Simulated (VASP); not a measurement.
# ZnO (lda) (P6_3mc) in VASP: notebook, part 2 of 2

VASP 6.6.1.

## (3) Single point, LDA

INCAR

```
PREC = Accurate ; ENCUT = 520
EDIFF = 1E-6 ; ISMEAR = 0
SIGMA = 0.01 ; LREAL = False
LASPH = True ; NELM = 80
ALGO = Normal ; ISIF = 2
LWAVE = False ; LCHARG = True
GGA = CA ; LELF = True
LVHAR = True ; NBANDS = 26
```

KPOINTS

```
Automatic mesh
0
Gamma
  9 9 6
```

POSCAR

```
ZnO
1.0
    3.1873357838      0.0000000000      0.0000000000
   -1.5936678919      2.7603137592      0.0000000000
    0.0000000000      0.0000000000      5.1528329312
Zn O
2 2
Direct
    0.3333333333      0.6666666667     -0.0073299252
    0.6666666667      0.3333333333      0.4926700748
    0.3333333333      0.6666666667      0.3893299252
    0.6666666667      0.3333333333      0.8893299252
```

Potentials or basis: VASP PAW LDA potentials, release 64 (Zn, O).

The run is started by

```sh
$ cat potpaw_LDA.64/Zn/POTCAR potpaw_LDA.64/O/POTCAR > POTCAR
$ mpirun -np 1 vasp_std > vasp.out
```

OUTCAR:

```text
PREC = Accurate
   ENCUT = 520
   EDIFF = 1E-6
   ISMEAR = 0
   LREAL = False
   LASPH = True
   NELM = 80
   ISIF = 2
   GGA = CA

 ion  position               nearest neighbor table
   1  0.333  0.667  0.993-   4 1.92   4 1.92   4 1.92   3 2.04
   2  0.667  0.333  0.493-   3 1.92   3 1.92   3 1.92   4 2.04
   3  0.333  0.667  0.389-   2 1.92   2 1.92   2 1.92   1 2.04
   4  0.667  0.333  0.889-   1 1.92   1 1.92   1 1.92   2 2.04

  LATTYP: Found a hexagonal cell.
 ALAT       =     3.1873357838
 C/A-ratio  =     1.6166583255

  Lattice vectors:

 A1 = (   3.1873357838,   0.0000000000,   0.0000000000)
 A2 = (  -1.5936678919,   2.7603137592,   0.0000000000)
 A3 = (   0.0000000000,   0.0000000000,   5.1528329312)

Analysis of symmetry for initial positions (statically):
=====================================================================
 Subroutine PRICEL returns:
 Original cell was already a primitive cell.

 Routine SETGRP: Setting up the symmetry group for a
 hexagonal supercell.

 Subroutine GETGRP returns: Found 12 space group operations
 (whereof  6 operations were pure point group operations)
 out of a pool of 24 trial point group operations.

The static configuration has the point symmetry C_3v.
 The point group associated with its full space group is C_6v.

Analysis of symmetry for dynamics (positions and initial velocities):
=====================================================================
 Subroutine PRICEL returns:
 Original cell was already a primitive cell.

 Routine SETGRP: Setting up the symmetry group for a
 hexagonal supercell.

 Subroutine GETGRP returns: Found 12 space group operations
 (whereof  6 operations were pure point group operations)
 out of a pool of 24 trial point group operations.

The dynamic configuration has the point symmetry C_3v.
 The point group associated with its full space group is C_6v.

 Subroutine INISYM returns: Found 12 space group operations
 (whereof  6 operations are pure point group operations),
 and found     1 'primitive' translations

----------------------------------------------------------------------------------------

                                     Primitive cell

  volume of cell :      45.3349

  direct lattice vectors                    reciprocal lattice vectors
     3.187335784  0.000000000  0.000000000     0.313741654  0.181138828  0.000000000
    -1.593667892  2.760313759  0.000000000     0.000000000  0.362277657  0.000000000
     0.000000000  0.000000000  5.152832931     0.000000000  0.000000000  0.194068004

  length of vectors
     3.187335784  3.187335784  5.152832931     0.362277657  0.362277657  0.194068004

  position of ions in fractional coordinates (direct lattice)
     0.333333333  0.666666667  0.992670075
     0.666666667  0.333333333  0.492670075
     0.333333333  0.666666667  0.389329925
     0.666666667  0.333333333  0.889329925

  ion indices of the primitive-cell ions
   primitive index   ion index
                 1           1
                 2           2
                 3           3
                 4           4

----------------------------------------------------------------------------------------

 KPOINTS: Automatic mesh

Automatic generation of k-mesh.
 Grid dimensions read from file:
 generate k-points for:    9    9    6

 Generating k-lattice:

  Cartesian coordinates                     Fractional coordinates (reciprocal lattice)
     0.034860184  0.020126536  0.000000000     0.111111111  0.000000000  0.000000000
     0.000000000  0.040253073  0.000000000     0.000000000  0.111111111  0.000000000
     0.000000000  0.000000000  0.032344667     0.000000000  0.000000000  0.166666667

  Length of vectors
     0.040253073  0.040253073  0.032344667

  Shift w.r.t. Gamma in fractional coordinates (k-lattice)
     0.000000000  0.000000000  0.000000000

 Subroutine IBZKPT returns following result:
 ===========================================

 Found     48 irreducible k-points:

 Following reciprocal coordinates:
            Coordinates               Weight
  0.000000  0.000000  0.000000      1.000000
  0.111111 -0.000000  0.000000      6.000000
  0.222222 -0.000000  0.000000      6.000000
  0.333333 -0.000000  0.000000      6.000000
  0.444444 -0.000000  0.000000      6.000000
  0.111111  0.111111  0.000000      6.000000
[... 16 lines left out ...]
  0.333333  0.222222  0.166667     24.000000
  0.333333  0.333333  0.166667      4.000000
 [... further k-points ...]
   k-points           NKPTS =     48   k-points in BZ     NKDIM =     48   number of bands    NBANDS=     26
   number of dos      NEDOS =    301   number of ions     NIONS =      4
   total plane-waves  NPLWV =  23040
   dimension x,y,z NGX =    24 NGY =   24 NGZ =   40
   dimension x,y,z NGXF=    48 NGYF=   48 NGZF=   80
   ions per type =               2   2
   NGX,Y,Z   is equivalent  to a cutoff of  12.52, 12.52, 12.91 a.u.
   NGXF,Y,Z  is equivalent  to a cutoff of  25.04, 25.04, 25.81 a.u.
 SYSTEM =  unknown system
   PREC   = accura    normal or accurate (medium, high low for compatibility)
   ISTART =      0    job   : 0-new  1-cont  2-samecut
   ICHARG =      2    charge: 1-file 2-atom 10-const
   ISPIN  =      1    spin polarized calculation?
   LNONCOLLINEAR =      F non collinear calculations
   LSORBIT =      F    spin-orbit coupling
   LASPH  =      T    aspherical Exc in radial PAW
   ENCUT  =  520.0 eV  38.22 Ry    6.18 a.u.   5.93  5.93  9.58*2*pi/ulx,y,z
   NELM   =     80;   NELMIN=  2; NELMDL= -5     # of ELM steps
   EDIFF  = 0.1E-05   stopping-criterion for ELM
   LREAL  =      F    real-space projection
   EDIFFG = 0.1E-04   stopping-criterion for IOM
   NSW    =      0    number of steps for IOM
   IBRION =     -1    ionic relax: 0-MD 1-quasi-New 2-CG
   NFREE  =      0    steps in history (QN), initial steepest desc. (CG)
   ISIF   =      2    stress and relaxation
   ISYM   =      2    0-nonsym 1-usesym 2-fastsym
   POTIM  = 0.5000    time-step for ionic-motion
   TEBEG  =    0.0;   TEEND  =   0.0 temperature during run
   PSTRESS=    0.0 pullay stress
   NELECT =      36.0000    total number of electrons
   NUPDOWN=      -1.0000    fix difference up-down
   EMIN   =  10.00;   EMAX   =-10.00  energy-range for DOS
   EFERMI =   0.00;   METHOD = LEGACY
   ISMEAR =     0;   SIGMA  =   0.01  broadening in eV -4-tet -1-fermi 0-gaus
   EFERMI_NEDOS =   21; number of points for ismear=-14 and -15
   IALGO  =     38    algorithm
   IMIX   =      4    mixing-type and parameters
     AMIX     =   0.40;   BMIX     =  1.00
     AMIX_MAG =   1.60;   BMIX_MAG =  1.00
  volume/ion in A,a.u.               =      11.33        76.48
  Fermi-wavevector in a.u.,A,eV,Ry     =   1.515997  2.864818 31.269530  2.298246
  Thomas-Fermi vector in A             =   2.625445
   LORBIT       =      0    0 simple, 1 ext, 2 COOP (PROOUT), +10 PAW based schemes
   GGA     = CA    functional components
   LHFCALC =     F    Hartree Fock is set to
   AEXX    =    0.0000 exact exchange contribution
   IVDW    =     0    specifies the selected vdW correction
   LEPSILON=     F    determine dielectric tensor
   LRPA    =     F    only Hartree local field effects (RPA)
 non-spin polarized calculation
 Gauss-broadening in eV      SIGMA  =   0.01
  energy-cutoff  :      520.00
  volume of cell :       45.33
 maximum number of plane-waves:      1237
 NGX is ok and might be reduce to    24
   NGX = 11   NGY = 11   NGZ = 19

 number of electron      35.9999987 magnetization

 Free energy of the ion-electron system (eV)
  ---------------------------------------------------
  ext. energy  EPLUGINS =         0.00000000
  ---------------------------------------------------
  free energy    TOTEN  =       -21.10209365 eV

  energy without entropy =      -21.10209365  energy(sigma->0) =      -21.10209365

 E-fermi :   1.4762     XC(G=0): -11.7216

 val. band max:        1.3916103941   @ k =   0.0000   0.0000   0.0000
 cond. band min:       2.2063474607   @ k =   0.0000   0.0000   0.0000
 fundamental gap:      0.8147370666
 Fermi energy:         1.4762092188

 k-point     1 :       0.0000    0.0000    0.0000
  band No.  band energies     occupation
      1     -16.8846      2.00000
      2     -16.0627      2.00000
      3      -4.7910      2.00000
      4      -4.7910      2.00000
      5      -4.6608      2.00000
      6      -4.6608      2.00000
[... 18 lines left out ...]
     25      15.5971      0.00000
     26      15.5971      0.00000
[... 644 lines left out ...]
      4      -4.4224      2.00000
      5      -4.4224      2.00000
      6      -4.1753      2.00000
[... 18 lines left out ...]
     25      14.6562      0.00000
     26      16.0742      0.00000

 [... further k-points ...]
[... 5 lines left out ...]
  --------------------------------------------------------------------------------------
  -------------------------------------------------------------------------------------
  Total        1.3281230      1.3281230     -1.1023348      0.0000000     -0.0000000      0.0000000
  in kB       46.9371310     46.9371310    -38.9575605      0.0000000     -0.0000000      0.0000000
  external PRESSURE =      18.3055671 kB  Pullay stress =       0.0000000 kB

 VOLUME and BASIS-vectors are now :
 -----------------------------------------------------------------------------
  energy-cutoff  :      520.00
  volume of cell :       45.33
      direct lattice vectors                 reciprocal lattice vectors
     3.187335784  0.000000000  0.000000000     0.313741654  0.181138828  0.000000000
    -1.593667892  2.760313759  0.000000000     0.000000000  0.362277657  0.000000000
     0.000000000  0.000000000  5.152832931     0.000000000  0.000000000  0.194068004

 POSITION                                       TOTAL-FORCE (eV/Angst)
 -----------------------------------------------------------------------------------
     -0.00000      1.84021      5.11506         0.000000     -0.000000      0.519973
      1.59367      0.92010      2.53865        -0.000000      0.000000      0.519973
     -0.00000      1.84021      2.00615         0.000000     -0.000000     -0.519973
      1.59367      0.92010      4.58257        -0.000000      0.000000     -0.519973
 -----------------------------------------------------------------------------------
    total drift:                               -0.000000     -0.000000      0.000270

  FREE ENERGIE OF THE ION-ELECTRON SYSTEM (eV)
  ---------------------------------------------------
  free  energy   TOTEN  =       -21.1020936526 eV

  energy  without entropy=      -21.1020936526  energy(sigma->0) =      -21.10209365
```

It took 1.7 min on 1 thread of AMD EPYC 7R13, shared host; peak memory 0.14 GiB.

Results:

```yaml
Free_energy: -21.1021 eV
Pressure: 1.8 GPa
Largest_force: 0.520 eV/Å
Band_gap_on_the_k_mesh: 0.81 eV, direct
```

Forces in eV/Å, atoms in the order of the input:
```
Zn   0.000  0.000  0.520
Zn   0.000  0.000  0.520
O    0.000  0.000 -0.520
O    0.000  0.000 -0.520
```

As with any semilocal functional, this LDA gap is likely too small.
